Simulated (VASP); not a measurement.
# PbS (Galena): relaxation of cell and atoms with LDA

The system is PbS (Galena).

```xyz
2
Lattice="0.0000 2.9657 2.9657 2.9657 0.0000 2.9657 2.9657 2.9657 0.0000" Properties=species:S:1:pos:R:3 pbc="T T T"
Pb    0.0000    0.0000    0.0000
S     2.9657    2.9657    2.9657
```

```
Program                : VASP 6.6.1
Task                   : relaxation of cell and atoms
Functional             : LDA
Potentials or basis    : VASP PAW LDA potentials, release 64 (Pb_d, S)
Cutoff                 : 600 eV
k mesh                 : 8 × 8 × 8
Occupations            : fermi-dirac, width 0.05 eV
Spin                   : no spin polarisation
Dipole correction      : no
Further INCAR settings : ALGO = Normal; EDIFF = 1e-06; IBRION = 2; EDIFFG = -0.02; NSW = 80; ISIF = 3
```

The relaxed volume is 24.99 Å³/atom, the relaxed cell is a = 4.135 Å, b = 4.135 Å, c = 4.135 Å, α = 60.00°, β = 60.00°, γ = 60.00° and the space group after relaxing (to 0.05 Å) is Fm-3m (No. 225). The energy gained by relaxing is 8.9 meV/atom and the ionic steps are 3. The pressure after relaxing is 0.0 GPa and the band gap on the k mesh is 0.04 eV, direct.

The path:
```csv
step,energy change (eV),largest force (eV/Å),pressure (GPa),volume (Å³)
1,0.0000,0.0000,-2.51,52.17
2,-0.0149,0.0000,1.13,49.14
3,-0.0177,0.0000,0.04,49.98
```

Final structure:
```
CELL_PARAMETERS angstrom
0.00000 2.92369 2.92369
2.92369 0.00000 2.92369
2.92369 2.92369 0.00000
ATOMIC_POSITIONS crystal
Pb 0.00000 0.00000 0.00000
S 0.50000 0.50000 0.50000
```

Levels at points of the mesh, in eV from the valence-band top:
```csv
k point,band 8,band 9,band 10,band 11,band 12,band 13
"(0.00, 0.00, 0.00)",-2.43,-2.43,-2.43,5.14,5.14,5.14
"(0.50, 0.00, 0.00)",-1.99,-1.99,0.00,0.04,1.68,1.68
"(0.50, 0.50, 0.00)",-5.69,-3.80,-3.80,3.49,5.55,5.67
```

It took 21 s on 1 thread of Intel(R) Xeon(R) 6975P-C (Granite Rapids), on a shared host, peak memory 0.19 GiB.

Caveat: spin-orbit coupling is left out, which moves the levels of the heavy elements. A k mesh can miss the band edges.
